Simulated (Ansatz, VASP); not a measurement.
# Two plane-wave programs on Cu3N

File POSCAR:

```
Cu3N
1.0
    3.7743800921      0.0000000000      0.0000000000
    0.0000000000      3.7743800921      0.0000000000
    0.0000000000      0.0000000000      3.7743800921
Cu N
3 1
Direct
    0.5000000000      0.0000000000      0.0000000000
    0.0000000000      0.5000000000      0.0000000000
    0.0000000000      0.0000000000      0.5000000000
    0.0000000000      0.0000000000      0.0000000000
```

Contents of INCAR.step1:

```
SYSTEM = Cu3N
PREC = Accurate
ENCUT = 660
ISMEAR = 0
SIGMA = 0.05
LREAL = .False.
LASPH = .True.
NELM = 120
NBANDS = 27
GGA = PE
ALGO = Normal
EDIFF = 1E-5
LWAVE = .True.
LCHARG = .False.
GGA_COMPAT = .False.
```

Contents of INCAR.step2:

```
SYSTEM = Cu3N
PREC = Accurate
ENCUT = 660
EDIFF = 1E-6
ISMEAR = 0
SIGMA = 0.05
LREAL = .False.
LASPH = .True.
NELM = 120
ALGO = Normal
ISIF = 2
LWAVE = .False.
LCHARG = .False.
METAGGA = R2SCAN
LMIXTAU = .True.
IVDW = 13
VDW_S6 = 1.0
VDW_S8 = 0.6018749
VDW_A1 = 0.51559235
VDW_A2 = 5.77342911
NBANDS = 27
ISTART = 1
GGA_COMPAT = .False.
```

Contents of KPOINTS:

```
regular mesh
0
Gamma
  8 8 8
  0 0 0
```

Input for Ansatz:

```yaml
crystal:
  lattice:
    - [3.7743800921, 0.0, 0.0]
    - [0.0, 3.7743800921, 0.0]
    - [0.0, 0.0, 3.7743800921]
  atoms:
    - { symbol: Cu, position: [0.5, 0.0, 0.0] }
    - { symbol: Cu, position: [0.0, 0.5, 0.0] }
    - { symbol: Cu, position: [0.0, 0.0, 0.5] }
    - { symbol: "N", position: [0.0, 0.0, 0.0] }
basis:
  ecutwfc: 500
  ecutrho_ratio: 4
kpoints:
  mp_grid: { grid: [8, 8, 8] }
hamiltonian:
  xc: r2scan
  dispersion: d4
scf:
  occupations: { method: gaussian, width: 0.05 }
output:
  forces: true
  stress: true
  eigenvalues: true
```

Alike in both runs: task single point; functional r2SCAN; dispersion D4; k mesh 8 × 8 × 8; occupations gaussian, width 0.05 eV; no spin polarisation.

```csv
,VASP,Ansatz
version,VASP 6.6.1,Ansatz 0.2.0
potentials or method,"VASP PAW PBE potentials, release 64 (Cu, N), cutoff 660 eV","scalar-relativistic, plane waves, PAW"
valence electrons in the cell,38,62
```

|  | VASP | Ansatz | Ansatz less VASP |
| --- | --- | --- | --- |
| gap on the k mesh at the Fermi level (eV) | 0.21 | 0.19 | -0.019 |
| least direct gap on the mesh (eV) | 0.80 | 0.78 | -0.023 |
| pressure (GPa) | 0.8 | 0.0 | -0.80 |

VASP's potentials were made for PBE, not for r2SCAN. VASP's potentials hold 38 valence electrons a cell and Ansatz's 62, so a difference there can come from the potentials and not from the codes.
